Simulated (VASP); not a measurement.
# W (Fm-3m) in VASP: further runs, part 2 of 2

VASP 6.6.1. Earlier steps stand in the parts before.

## Step 3: Single point, PBEsol

This run uses another cell than the first one, of 16.00 Å³/atom, 1.086 times its volume.

The input, INCAR:

```
SYSTEM = W
PREC     = Accurate       ! precision mode
ENCUT    = 520            ! plane-wave cutoff, eV
EDIFF    = 1E-7           ! SCF threshold, eV
ISMEAR   = -1             ! smearing method
SIGMA    = 0.05           ! smearing width, eV
LREAL    = .FALSE.        ! projectors in reciprocal space
LASPH    = .TRUE.         ! aspherical terms in the spheres
NELM     = 80             ! most SCF steps
ALGO     = Normal         ! electronic algorithm
ISIF     = 2              ! what is computed and relaxed
LWAVE    = .FALSE.        ! write WAVECAR
LCHARG   = .FALSE.        ! write CHGCAR
GGA      = PS             ! functional
NBANDS   = 13             ! bands
```

The input, KPOINTS:

```
regular mesh
0
G
  11 11 11
  0 0 0
```

The input, POSCAR:

```
W
1.0
    0.0000000000      2.0000376301      2.0000376301
    2.0000376301      0.0000000000      2.0000376301
    2.0000376301      2.0000376301      0.0000000000
W
1
Direct
    0.0000000000      0.0000000000      0.0000000000
```

Potentials or basis: VASP PAW PBE potentials, release 64 (W_sv).

On the command line:

```bash
> cat potpaw_PBE.64/W_sv/POTCAR > POTCAR
> mpirun -np 1 vasp_std > vasp.out
```

OUTCAR:

```text
SYSTEM = W
   PREC = Accurate
   ENCUT = 520
   EDIFF = 1E-7
   ISMEAR = -1
   LREAL = .FALSE.
   LASPH = .TRUE.
   NELM = 80
   ISIF = 2
   GGA = PS

 ion  position               nearest neighbor table
   1  0.000  0.000  0.000-

  LATTYP: Found a face centered cubic cell.
 ALAT       =     4.0000752602

  Lattice vectors:

 A1 = (   0.0000000000,   2.0000376301,   2.0000376301)
 A2 = (   2.0000376301,   0.0000000000,   2.0000376301)
 A3 = (   2.0000376301,   2.0000376301,   0.0000000000)
[... 553 lines left out ...]
      4     -26.6004      2.00000
      5       4.7820      2.00000
      6       8.4998      2.00000
      7       9.9703      2.00000
      8      11.6125      0.00000
      9      11.6995      0.00000
     10      15.3383      0.00000
     11      25.1845      0.00000
     12      28.7711      0.00000
     13      29.6704      0.00000

 [... further k-points ...]
[... 5 lines left out ...]
  --------------------------------------------------------------------------------------
  -------------------------------------------------------------------------------------
  Total        0.0518493      0.0518493      0.0518493      0.0000000      0.0000000      0.0000000
  in kB        5.1916968      5.1916968      5.1916968      0.0000000      0.0000000      0.0000000
  external PRESSURE =       5.1916968 kB  Pullay stress =       0.0000000 kB

 VOLUME and BASIS-vectors are now :
 -----------------------------------------------------------------------------
  energy-cutoff  :      520.00
  volume of cell :       16.00
      direct lattice vectors                 reciprocal lattice vectors
     0.000000000  2.000037630  2.000037630    -0.249995296  0.249995296  0.249995296
     2.000037630  0.000000000  2.000037630     0.249995296 -0.249995296  0.249995296
     2.000037630  2.000037630  0.000000000     0.249995296  0.249995296 -0.249995296

 POSITION                                       TOTAL-FORCE (eV/Angst)
 -----------------------------------------------------------------------------------
      0.00000      0.00000      0.00000         0.000000      0.000000     -0.000000
 -----------------------------------------------------------------------------------
    total drift:                               -0.000000      0.000000     -0.000000

  FREE ENERGIE OF THE ION-ELECTRON SYSTEM (eV)
  ---------------------------------------------------
  free  energy   TOTEN  =       -13.3229503952 eV

  energy  without entropy=      -13.3149189292  energy(sigma->0) =      -13.31893466
```

OSZICAR:

```text
N       E                     dE             d eps       ncg     rms          rms(c)
DAV:   1     0.819364462220E+02    0.81936E+02   -0.75115E+03  1472   0.121E+03
DAV:   2    -0.124459676048E+02   -0.94382E+02   -0.91171E+02  1611   0.311E+02
DAV:   3    -0.139824785459E+02   -0.15365E+01   -0.15277E+01  1616   0.387E+01
DAV:   4    -0.139888272641E+02   -0.63487E-02   -0.63480E-02  1631   0.274E+00
DAV:   5    -0.139888783200E+02   -0.51056E-04   -0.51057E-04  1631   0.234E-01    0.206E+01
DAV:   6    -0.134626556926E+02    0.52622E+00   -0.43513E-01  1561   0.862E+00    0.815E+00
DAV:   7    -0.133287417296E+02    0.13391E+00   -0.20543E-01  1616   0.554E+00    0.494E-01
DAV:   8    -0.133229332352E+02    0.58085E-02   -0.39866E-03  1476   0.800E-01    0.163E-01
DAV:   9    -0.133229524273E+02   -0.19192E-04   -0.45970E-05  1664   0.791E-02    0.606E-02
DAV:  10    -0.133229501200E+02    0.23073E-05   -0.51600E-06  1656   0.323E-02    0.122E-02
DAV:  11    -0.133229504617E+02   -0.34173E-06   -0.88310E-08  1083   0.338E-03    0.851E-04
DAV:  12    -0.133229503952E+02    0.66572E-07   -0.62789E-09   808   0.102E-03
   1 F= -.13322950E+02 E0= -.13318935E+02  d E =-.803147E-02
```

stdout:

```text
POSCAR found type information on POSCAR W
 POSCAR found :  1 types and       1 ions
 scaLAPACK will be used
 -----------------------------------------------------------------------------
|                                                                             |
|                                                                             |
|     You enforced a specific xc type in the INCAR file but a different       |
|     I HOPE YOU KNOW WHAT YOU ARE DOING!                                     |
|                                                                             |
 -----------------------------------------------------------------------------

 LDA part: xc-table for (Slater+PW92), standard interpolation
 POSCAR, INCAR and KPOINTS ok, starting setup
 FFT: planning ... GRIDC
 FFT: planning ... GRID_SOFT
 FFT: planning ... GRID
 WAVECAR not read
 entering main loop
```

Wall time 8.8 s (1 thread of AMD EPYC 7R13 (Zen 3), shared host); peak memory 0.11 GiB.

Results:

```yaml
Free_energy: -13.3230 eV
Pressure: 0.5 GPa
Band_gap_on_the_k_mesh: zero (band 7 reaches 13.48 eV, above the bottom of band 8 at 10.07 eV)
```

Levels at points of the mesh, in eV from the Fermi level:
```csv
k point,band 5,band 6,band 7,band 8,band 9,band 10
"(0.00, 0.00, 0.00)",-9.11,-0.57,-0.57,-0.57,2.66,2.66
```

Caveat: the PAW data sets were made with another functional, which shifts forces and pressure a little; spin-orbit coupling is left out, which moves the levels of the heavy elements.

## Step 4: Single point, PBEsol

This run uses another cell than the first one, of 15.75 Å³/atom, 1.069 times its volume.

Edit INCAR of step 3 so:

```diff
@@ -3,3 +3,3 @@
 ENCUT    = 520            ! plane-wave cutoff, eV
-EDIFF    = 1E-7           ! SCF threshold, eV
+EDIFF    = 1E-6           ! SCF threshold, eV
 ISMEAR   = -1             ! smearing method
```

The input, KPOINTS:

```
Automatic mesh
0
G
  11 11 11
  0 0 0
```

The input, POSCAR:

```
W
1.0
    0.0000000000      1.9896952312      1.9896952312
    1.9896952312      0.0000000000      1.9896952312
    1.9896952312      1.9896952312      0.0000000000
W
1
Direct
    0.0000000000      0.0000000000      0.0000000000
```

Potentials or basis: VASP PAW PBE potentials, release 64 (W_sv).

On the command line:

```bash
> cat potpaw_PBE.64/W_sv/POTCAR > POTCAR
> mpirun -np 1 vasp_std > vasp.out
```

OUTCAR:

```text
SYSTEM = W
   PREC = Accurate
   ENCUT = 520
   EDIFF = 1E-6
   ISMEAR = -1
   LREAL = .FALSE.
   LASPH = .TRUE.
   NELM = 80
   ISIF = 2
   GGA = PS

 ion  position               nearest neighbor table
   1  0.000  0.000  0.000-

  LATTYP: Found a face centered cubic cell.
 ALAT       =     3.9793904624

  Lattice vectors:

 A1 = (   0.0000000000,   1.9896952312,   1.9896952312)
 A2 = (   1.9896952312,   0.0000000000,   1.9896952312)
 A3 = (   1.9896952312,   1.9896952312,   0.0000000000)

Analysis of symmetry for initial positions (statically):
=====================================================================
 Subroutine PRICEL returns:
 Original cell was already a primitive cell.

 Routine SETGRP: Setting up the symmetry group for a
 face centered cubic supercell.

 Subroutine GETGRP returns: Found 48 space group operations
 (whereof 48 operations were pure point group operations)
 out of a pool of 48 trial point group operations.

The static configuration has the point symmetry O_h .

Analysis of symmetry for dynamics (positions and initial velocities):
=====================================================================
 Subroutine PRICEL returns:
 Original cell was already a primitive cell.

 Routine SETGRP: Setting up the symmetry group for a
 face centered cubic supercell.

 Subroutine GETGRP returns: Found 48 space group operations
 (whereof 48 operations were pure point group operations)
 out of a pool of 48 trial point group operations.

The dynamic configuration has the point symmetry O_h .

 Subroutine INISYM returns: Found 48 space group operations
 (whereof 48 operations are pure point group operations),
 and found     1 'primitive' translations

[... 109 lines left out ...]
   IALGO  =     38    algorithm
   IMIX   =      4    mixing-type and parameters
     AMIX     =   0.40;   BMIX     =  1.00
     AMIX_MAG =   1.60;   BMIX_MAG =  1.00
  volume/ion in A,a.u.               =      15.75       106.31
  Fermi-wavevector in a.u.,A,eV,Ry     =   1.573938  2.974312 33.705452  2.477281
  Thomas-Fermi vector in A             =   2.675147
   LORBIT       =      0    0 simple, 1 ext, 2 COOP (PROOUT), +10 PAW based schemes
   GGA     = PS    functional components
   LHFCALC =     F    Hartree Fock is set to
   AEXX    =    0.0000 exact exchange contribution
   IVDW    =     0    specifies the selected vdW correction
   LEPSILON=     F    determine dielectric tensor
   LRPA    =     F    only Hartree local field effects (RPA)
 non-spin polarized calculation
  energy-cutoff  :      520.00
  volume of cell :       15.75
 maximum number of plane-waves:       440
 NGX is ok and might be reduce to    24
   NGX = 11   NGY = 11   NGZ = 11

 number of electron      13.9999999 magnetization

 Free energy of the ion-electron system (eV)
  ---------------------------------------------------
  ext. energy  EPLUGINS =         0.00000000
  ---------------------------------------------------
  free energy    TOTEN  =       -13.31813459 eV

  energy without entropy =      -13.31019360  energy(sigma->0) =      -13.31416409

 E-fermi :  10.8498     XC(G=0): -13.7878

 val. band max:       10.7944745054   @ k =  -0.2727   0.0909   0.0000
 cond. band min:      10.8745394056   @ k =   0.1818   0.0909   0.0000
 fundamental gap:      0.0800649002
 Fermi energy:        10.8497767396

 k-point     1 :       0.0000    0.0000    0.0000
  band No.  band energies     occupation
      1     -62.6809      2.00000
      2     -26.2495      2.00000
      3     -26.2495      2.00000
      4     -26.2495      2.00000
      5       1.6693      2.00000
      6      10.2671      1.99998
      7      10.2671      1.99998
      8      10.2671      1.99998
      9      13.5688      0.00000
     10      13.5688      0.00000
     11      23.7671      0.00000
     12      29.1491      0.00000
     13      29.1491      0.00000
[... 354 lines left out ...]
  band No.  band energies     occupation
      1     -62.5958      2.00000
      2     -26.9927      2.00000
      3     -26.5614      2.00000
      4     -26.3377      2.00000
      5       4.9678      2.00000
      6       8.6703      2.00000
      7      10.1626      2.00000
      8      11.8363      0.00000
      9      11.9271      0.00000
     10      15.6548      0.00000
     11      25.5356      0.00000
     12      29.1168      0.00000
     13      30.0920      0.00000

 [... further k-points ...]
[... 5 lines left out ...]
  --------------------------------------------------------------------------------------
  -------------------------------------------------------------------------------------
  Total        0.5514712      0.5514712      0.5514712      0.0000000     -0.0000000      0.0000000
  in kB       56.0846197     56.0846197     56.0846197      0.0000000     -0.0000000      0.0000000
  external PRESSURE =      56.0846197 kB  Pullay stress =       0.0000000 kB

 VOLUME and BASIS-vectors are now :
 -----------------------------------------------------------------------------
  energy-cutoff  :      520.00
  volume of cell :       15.75
      direct lattice vectors                 reciprocal lattice vectors
     0.000000000  1.989695231  1.989695231    -0.251294767  0.251294767  0.251294767
     1.989695231  0.000000000  1.989695231     0.251294767 -0.251294767  0.251294767
     1.989695231  1.989695231  0.000000000     0.251294767  0.251294767 -0.251294767

 POSITION                                       TOTAL-FORCE (eV/Angst)
 -----------------------------------------------------------------------------------
      0.00000      0.00000      0.00000         0.000000      0.000000      0.000000
 -----------------------------------------------------------------------------------
    total drift:                               -0.000000     -0.000000     -0.000000

  FREE ENERGIE OF THE ION-ELECTRON SYSTEM (eV)
  ---------------------------------------------------
  free  energy   TOTEN  =       -13.3181345868 eV

  energy  without entropy=      -13.3101936011  energy(sigma->0) =      -13.31416409
```

stdout:

```text
POSCAR found type information on POSCAR W
 POSCAR found :  1 types and       1 ions
 scaLAPACK will be used
 -----------------------------------------------------------------------------
|                                                                             |
|                                                                             |
|     You enforced a specific xc type in the INCAR file but a different       |
|     I HOPE YOU KNOW WHAT YOU ARE DOING!                                     |
|                                                                             |
 -----------------------------------------------------------------------------

 LDA part: xc-table for (Slater+PW92), standard interpolation
 POSCAR, INCAR and KPOINTS ok, starting setup
 FFT: planning ... GRIDC
 FFT: planning ... GRID_SOFT
 FFT: planning ... GRID
 WAVECAR not read
 entering main loop
```

Run time: 8.2 s. Hardware: 1 thread of AMD EPYC 7R13 (Zen 3), shared host; peak memory 0.11 GiB.

Results:

* Free energy: -13.3181 eV
* Pressure: 5.6 GPa
* Band gap on the k mesh: zero (band 7 reaches 13.79 eV, above the bottom of band 8 at 10.27 eV)

Levels at points of the mesh, in eV from the Fermi level:
```csv
k point,band 5,band 6,band 7,band 8,band 9,band 10
"(0.00, 0.00, 0.00)",-9.18,-0.58,-0.58,-0.58,2.72,2.72
```

Caveat: the PAW data sets were made with another functional, which shifts forces and pressure a little; spin-orbit coupling is left out, which moves the levels of the heavy elements.

## Step 5: The runs side by side

| cell | gap on the mesh (eV) | pressure (GPa) |
| --- | --- | --- |
| a = 2.752 Å, angles 60.0°, 1 atom | none | 31.2 |
| a = 2.828 Å, angles 60.0°, 1 atom | none | 0.5 |
| a = 2.814 Å, angles 60.0°, 1 atom | none | 5.6 |

Alike in all rows: task single point; level PBEsol; potentials or basis VASP PAW PBE potentials, release 64 (W_sv); no spin polarisation; k mesh 11 × 11 × 11; cutoff (eV) 520; smearing fermi-dirac 0.05 eV.

Caveats: the PAW data sets were made with another functional, which shifts forces and pressure a little; spin-orbit coupling is left out, which moves the levels of the heavy elements.

Total energies depend on the potentials used, so only differences within one code and one set of settings carry meaning.
